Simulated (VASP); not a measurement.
# Cu (P6_3/mmc) in VASP: single point with PBEsol

Aim: the single point of Cu with PBEsol.

All numbers are computed with VASP 6.6.1; they aren't measurements. Logs are shortened: lines on timing, memory, paths and dates and some standing lists are left out, and cuts for length are marked.

## 1. The cell of the first run

Symmetry: P6_3/mmc, No. 194, hexagonal system. The conventional cell has a = 2.520 Å, b = 2.520 Å, c = 8.230 Å, α = 90.00°, β = 90.00°, γ = 120.00°. Within 3.3 Å of Cu (site symmetry -3m) lie 12 Cu at 2.52 Å. Cu (site symmetry -6m2) has 12 Cu at 2.52 Å within 3.3 Å.

This isn't the form of Cu at room conditions, which is fcc.

## 2. Single point, PBEsol

File INCAR:

```
PREC = Accurate
ENCUT = 520
EDIFF = 1E-6
ISMEAR = 1
SIGMA = 0.1
LREAL = F
LASPH = T
NELM = 60
ALGO = Normal
ISIF = 2
LWAVE = F
LCHARG = T
GGA = PS
LELF = T
LVHAR = T
NBANDS = 30
```

File KPOINTS:

```
Automatic mesh
0
Gamma
  20 20 6
```

File POSCAR:

```
Cu
1.0
    2.5202467970      0.0000000000      0.0000000000
   -1.2601233985      2.1825977500      0.0000000000
    0.0000000000      0.0000000000      8.2295341577
Cu
4
Direct
    0.0000000000      0.0000000000      0.0000000000
    0.3333333333      0.6666666667      0.2500000000
    0.0000000000      0.0000000000      0.5000000000
    0.6666666667      0.3333333333      0.7500000000
```

Potentials or basis: VASP PAW PBE potentials, release 64 (Cu).

On the command line:

```sh
> cat potpaw_PBE.64/Cu/POTCAR > POTCAR
> mpirun -np 1 vasp_std > vasp.out
```

OUTCAR:

```text
PREC = Accurate
   ENCUT = 520
   EDIFF = 1E-6
   ISMEAR = 1
   LREAL = F
   LASPH = T
   NELM = 60
   ISIF = 2
   GGA = PS

 ion  position               nearest neighbor table
   1  0.000  0.000  0.000-   2 2.52   4 2.52   2 2.52   4 2.52   4 2.52   2 2.52
   2  0.333  0.667  0.250-   1 2.52   3 2.52   1 2.52   3 2.52   1 2.52   3 2.52
   3  0.000  0.000  0.500-   2 2.52   4 2.52   2 2.52   4 2.52   4 2.52   2 2.52
   4  0.667  0.333  0.750-   1 2.52   3 2.52   1 2.52   3 2.52   1 2.52   3 2.52

  LATTYP: Found a hexagonal cell.
 ALAT       =     2.5202467970
 C/A-ratio  =     3.2653683629

  Lattice vectors:

 A1 = (   2.5202467970,   0.0000000000,   0.0000000000)
 A2 = (  -1.2601233985,   2.1825977500,   0.0000000000)
 A3 = (   0.0000000000,   0.0000000000,   8.2295341577)

Analysis of symmetry for initial positions (statically):
=====================================================================
 Subroutine PRICEL returns:
 Original cell was already a primitive cell.

 Routine SETGRP: Setting up the symmetry group for a
 hexagonal supercell.

 Subroutine GETGRP returns: Found 24 space group operations
 (whereof 12 operations were pure point group operations)
 out of a pool of 24 trial point group operations.

The static configuration has the point symmetry D_3d.
 The point group associated with its full space group is D_6h.

Analysis of symmetry for dynamics (positions and initial velocities):
=====================================================================
 Subroutine PRICEL returns:
 Original cell was already a primitive cell.

 Routine SETGRP: Setting up the symmetry group for a
 hexagonal supercell.

 Subroutine GETGRP returns: Found 24 space group operations
 (whereof 12 operations were pure point group operations)
 out of a pool of 24 trial point group operations.

The dynamic configuration has the point symmetry D_3d.
 The point group associated with its full space group is D_6h.

 Subroutine INISYM returns: Found 24 space group operations
 (whereof 12 operations are pure point group operations),
 and found     1 'primitive' translations

----------------------------------------------------------------------------------------

                                     Primitive cell

  volume of cell :      45.2681

  direct lattice vectors                    reciprocal lattice vectors
     2.520246797  0.000000000  0.000000000     0.396786537  0.229084814  0.000000000
    -1.260123398  2.182597750  0.000000000     0.000000000  0.458169628  0.000000000
     0.000000000  0.000000000  8.229534158     0.000000000  0.000000000  0.121513561

  length of vectors
     2.520246797  2.520246797  8.229534158     0.458169628  0.458169628  0.121513561

  position of ions in fractional coordinates (direct lattice)
     0.000000000  0.000000000  0.000000000
     0.333333333  0.666666667  0.250000000
     0.000000000  0.000000000  0.500000000
     0.666666667  0.333333333  0.750000000

  ion indices of the primitive-cell ions
   primitive index   ion index
                 1           1
                 2           2
                 3           3
                 4           4

----------------------------------------------------------------------------------------

 KPOINTS: Automatic mesh

Automatic generation of k-mesh.
 Grid dimensions read from file:
 generate k-points for:   20   20    6

 Generating k-lattice:

  Cartesian coordinates                     Fractional coordinates (reciprocal lattice)
     0.019839327  0.011454241  0.000000000     0.050000000 -0.000000000  0.000000000
     0.000000000  0.022908481  0.000000000     0.000000000  0.050000000  0.000000000
     0.000000000  0.000000000  0.020252260     0.000000000  0.000000000  0.166666667

  Length of vectors
     0.022908481  0.022908481  0.020252260

  Shift w.r.t. Gamma in fractional coordinates (k-lattice)
     0.000000000  0.000000000  0.000000000

 Subroutine IBZKPT returns following result:
 ===========================================

 Found    176 irreducible k-points:

 Following reciprocal coordinates:
            Coordinates               Weight
  0.000000  0.000000  0.000000      1.000000
  0.050000  0.000000  0.000000      6.000000
  0.100000  0.000000  0.000000      6.000000
  0.150000 -0.000000  0.000000      6.000000
  0.200000  0.000000  0.000000      6.000000
  0.250000  0.000000  0.000000      6.000000
[... 16 lines left out ...]
  0.200000  0.100000  0.000000     12.000000
  0.250000  0.100000  0.000000     12.000000
 [... further k-points ...]
   k-points           NKPTS =    176   k-points in BZ     NKDIM =    176   number of bands    NBANDS=     30
   number of dos      NEDOS =    301   number of ions     NIONS =      4
   total plane-waves  NPLWV =  25600
   dimension x,y,z NGX =    20 NGY =   20 NGZ =   64
   dimension x,y,z NGXF=    40 NGYF=   40 NGZF=  128
   ions per type =               4
   NGX,Y,Z   is equivalent  to a cutoff of  13.19, 13.19, 12.93 a.u.
   NGXF,Y,Z  is equivalent  to a cutoff of  26.39, 26.39, 25.86 a.u.
 SYSTEM =  unknown system
   PREC   = accura    normal or accurate (medium, high low for compatibility)
   ISTART =      0    job   : 0-new  1-cont  2-samecut
   ICHARG =      2    charge: 1-file 2-atom 10-const
   ISPIN  =      1    spin polarized calculation?
   LNONCOLLINEAR =      F non collinear calculations
   LSORBIT =      F    spin-orbit coupling
   LASPH  =      T    aspherical Exc in radial PAW
   ENCUT  =  520.0 eV  38.22 Ry    6.18 a.u.   4.69  4.69 15.30*2*pi/ulx,y,z
   NELM   =     60;   NELMIN=  2; NELMDL= -5     # of ELM steps
   EDIFF  = 0.1E-05   stopping-criterion for ELM
   LREAL  =      F    real-space projection
[... 7 lines left out ...]
   TEBEG  =    0.0;   TEEND  =   0.0 temperature during run
   PSTRESS=    0.0 pullay stress
   NELECT =      44.0000    total number of electrons
   NUPDOWN=      -1.0000    fix difference up-down
   EMIN   =  10.00;   EMAX   =-10.00  energy-range for DOS
   EFERMI =   0.00;   METHOD = LEGACY
   ISMEAR =     1;   SIGMA  =   0.10  broadening in eV -4-tet -1-fermi 0-gaus
   EFERMI_NEDOS =   21; number of points for ismear=-14 and -15
   IALGO  =     38    algorithm
   IMIX   =      4    mixing-type and parameters
     AMIX     =   0.40;   BMIX     =  1.00
     AMIX_MAG =   1.60;   BMIX_MAG =  1.00
  volume/ion in A,a.u.               =      11.32        76.37
  Fermi-wavevector in a.u.,A,eV,Ry     =   1.621667  3.064507 35.780659  2.629804
  Thomas-Fermi vector in A             =   2.715406
   LORBIT       =      0    0 simple, 1 ext, 2 COOP (PROOUT), +10 PAW based schemes
   GGA     = PS    functional components
   LHFCALC =     F    Hartree Fock is set to
   AEXX    =    0.0000 exact exchange contribution
   IVDW    =     0    specifies the selected vdW correction
   LEPSILON=     F    determine dielectric tensor
   LRPA    =     F    only Hartree local field effects (RPA)
 non-spin polarized calculation
 Methfessel and Paxton  Order N= 1 SIGMA  =   0.10
  energy-cutoff  :      520.00
  volume of cell :       45.27
 maximum number of plane-waves:      1242
 NGX is ok and might be reduce to    20
   NGX =  9   NGY =  9   NGZ = 31

 number of electron      43.9999981 magnetization

 Free energy of the ion-electron system (eV)
  ---------------------------------------------------
  ext. energy  EPLUGINS =         0.00000000
  ---------------------------------------------------
  free energy    TOTEN  =       -17.21360349 eV

  energy without entropy =      -17.21328256  energy(sigma->0) =      -17.21349651

 E-fermi :   7.9205     XC(G=0): -13.1585

 val. band max:        7.9165526524   @ k =   0.3000   0.1500   0.0000
 cond. band min:       7.9240053728   @ k =   0.4500  -0.0000   0.0000
 fundamental gap:      0.0074527203
 Fermi energy:         7.9204760796

 k-point     1 :       0.0000    0.0000    0.0000
  band No.  band energies     occupation
      1      -1.7806      2.00000
      2       0.4004      2.00000
      3       0.4053      2.00000
      4       2.5998      2.00000
      5       4.5051      2.00000
      6       4.5117      2.00000
[... 22 lines left out ...]
     29      30.1572      0.00000
     30      30.4042      0.00000

 k-point     2 :       0.0500    0.0000    0.0000
  band No.  band energies     occupation
      1      -1.6970      2.00000
      2       0.4752      2.00000
      3       0.4800      2.00000
      4       2.6504      2.00000
      5       4.4612      2.00000
      6       4.4907      2.00000
[... 22 lines left out ...]
     29      29.2853      0.00000
     30      29.3193      0.00000

 k-point     3 :       0.1000    0.0000    0.0000
  band No.  band energies     occupation
      1      -1.4482      2.00000
      2       0.6949      2.00000
      3       0.6996      2.00000
      4       2.7950      2.00000
      5       4.3582      2.00000
      6       4.4353      2.00000
[... 22 lines left out ...]
     29      27.5954      0.00000
     30      27.6145      0.00000

 k-point     4 :       0.1500   -0.0000    0.0000
  band No.  band energies     occupation
      1      -1.0406      2.00000
      2       1.0443      2.00000
      3       1.0488      2.00000
      4       3.0101      2.00000
      5       4.2378      2.00000
      6       4.3570      2.00000
[... 22 lines left out ...]
     29      25.3028      0.00000
     30      25.3411      0.00000

 k-point     5 :       0.2000    0.0000    0.0000
  band No.  band energies     occupation
      1      -0.4867      2.00000
      2       1.4907      2.00000
      3       1.4949      2.00000
      4       3.2478      2.00000
      5       4.1295      2.00000
      6       4.2378      2.00000
[... 22 lines left out ...]
     29      22.9934      0.00000
     30      23.1542      0.00000
[... 526 lines left out ...]
     29      23.4324      0.00000
     30      25.1542      0.00000

 k-point    22 :       0.1500    0.1000    0.0000
  band No.  band energies     occupation
      1      -0.2532      2.00000
      2       1.6762      2.00000
      3       1.6806      2.00000
      4       3.3602      2.00000
      5       4.0897      2.00000
      6       4.2130      2.00000
[... 22 lines left out ...]
     29      22.4450      0.00000
     30      23.2320      0.00000

 k-point    23 :       0.2000    0.1000    0.0000
  band No.  band energies     occupation
      1       0.4144      2.00000
      2       2.1382      2.00000
      3       2.1430      2.00000
      4       3.5386      2.00000
      5       4.0033      2.00000
      6       4.0397      2.00000
[... 22 lines left out ...]
     29      21.4341      0.00000
     30      22.5573      0.00000

 k-point    24 :       0.2500    0.1000    0.0000
  band No.  band energies     occupation
      1       1.1601      2.00000
      2       2.5339      2.00000
      3       2.5420      2.00000
      4       3.5715      2.00000
      5       3.8499      2.00000
      6       4.0509      2.00000
[... 22 lines left out ...]
     29      20.6261      0.00000
     30      22.7283      0.00000

 [... further k-points ...]

------------------------ aborting loop because EDIFF is reached ----------------------------------------

  FORCE on cell =-STRESS in cart. coord.  units (eV):
  Direction    XX          YY          ZZ          XY          YZ          ZX
  --------------------------------------------------------------------------------------
  -------------------------------------------------------------------------------------
  Total        0.1919495      0.1919495      0.2259695      0.0000000     -0.0000000      0.0000000
  in kB        6.7936878      6.7936878      7.9977608      0.0000000     -0.0000000      0.0000000
  external PRESSURE =       7.1950455 kB  Pullay stress =       0.0000000 kB

 VOLUME and BASIS-vectors are now :
 -----------------------------------------------------------------------------
  energy-cutoff  :      520.00
  volume of cell :       45.27
      direct lattice vectors                 reciprocal lattice vectors
     2.520246797  0.000000000  0.000000000     0.396786537  0.229084814  0.000000000
    -1.260123398  2.182597750  0.000000000     0.000000000  0.458169628  0.000000000
     0.000000000  0.000000000  8.229534158     0.000000000  0.000000000  0.121513561

 POSITION                                       TOTAL-FORCE (eV/Angst)
 -----------------------------------------------------------------------------------
      0.00000      0.00000      0.00000         0.000000      0.000000     -0.000000
     -0.00000      1.45507      2.05738        -0.000000      0.000000      0.000000
      0.00000      0.00000      4.11477         0.000000      0.000000     -0.000000
      1.26012      0.72753      6.17215         0.000000     -0.000000      0.000000
 -----------------------------------------------------------------------------------
    total drift:                                0.000000     -0.000000      0.000000

  FREE ENERGIE OF THE ION-ELECTRON SYSTEM (eV)
  ---------------------------------------------------
  free  energy   TOTEN  =       -17.2136034915 eV

  energy  without entropy=      -17.2132825612  energy(sigma->0) =      -17.21349651
```

It took 3.8 min on 1 thread of AMD EPYC 7R13, shared host; peak memory 0.26 GiB.

What came out:

| Quantity | Value |
| --- | --- |
| Free energy | -17.2136 eV |
| Pressure | 0.7 GPa |
| Band gap on the k mesh | zero (bands 22 and 23 overlap by 4.91 eV) |

Caveat: the PAW data sets were made with another functional, which shifts forces and pressure a little.
